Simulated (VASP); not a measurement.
Wanted: the native input for a VASP 6.6.1 run.

```yaml
Task: relaxation of cell and atoms
Functional: LDA
Potentials_or_basis: VASP PAW LDA potentials, release 64 (K_sv, Ta_pv, O)
Cutoff: 600 eV
k_mesh: 8 × 8 × 8
Occupations: gaussian, width 0.02 eV
Spin: no spin polarisation
Dipole_correction: no
Further_INCAR_settings: ALGO = Normal; EDIFF = 1e-07; IBRION = 2; EDIFFG = -0.002; NSW = 100; ISIF = 3
```

The structure of KTaO3 lies in POSCAR:

```
KTaO3
1.0
    3.9948813700      0.0000000000      0.0000000000
    0.0000000000      3.9948813700      0.0000000000
    0.0000000000      0.0000000000      3.9948813700
K Ta O
1 1 3
Direct
    0.0000000000      0.0000000000      0.0000000000
    0.5000000000      0.5000000000      0.5000000000
    0.5000000000      0.5000000000      0.0000000000
    0.5000000000      0.0000000000      0.5000000000
    0.0000000000      0.5000000000      0.5000000000
```

One way to write it, as run:

INCAR

```
PREC = Accurate ; ENCUT = 600
EDIFF = 1E-7 ; ISMEAR = 0
SIGMA = 0.02 ; LREAL = F
LASPH = T ; NELM = 120
ALGO = Normal ; ISIF = 3
LWAVE = F ; LCHARG = F
IBRION = 2 ; NSW = 100
EDIFFG = -0.002 ; GGA_COMPAT = F
NELMIN = 4
```

KPOINTS

```
Automatic mesh
0
Gamma
  8 8 8
```

Potentials or basis: VASP PAW LDA potentials, release 64 (K_sv, Ta_pv, O).

The run is started by

```sh
$ cat potpaw_LDA.64/K_sv/POTCAR potpaw_LDA.64/Ta_pv/POTCAR potpaw_LDA.64/O/POTCAR > POTCAR
$ mpirun -np 1 vasp_std > vasp.out
```

Results of the run:

```json
{
 "Relaxed volume": "12.41 Å³/atom",
 "Relaxed cell": "a = 3.959 Å, b = 3.959 Å, c = 3.959 Å, α = 90.00°, β = 90.00°, γ = 90.00°",
 "Space group after relaxing (to 0.1 Å)": "Pm-3m (No. 221)",
 "Energy gained by relaxing": "6.2 meV/atom",
 "Ionic steps": "6",
 "Pressure after relaxing": "0.0 GPa",
 "Band gap on the k mesh": "2.07 eV (least direct gap 2.68 eV)"
}
```

Caveat: spin-orbit coupling is left out, which moves the levels of the heavy elements.

Run time: 2.3 min on 1 thread of AMD EPYC 7R13 Processor (Zen 3) (shared host), peak memory 0.18 GiB.
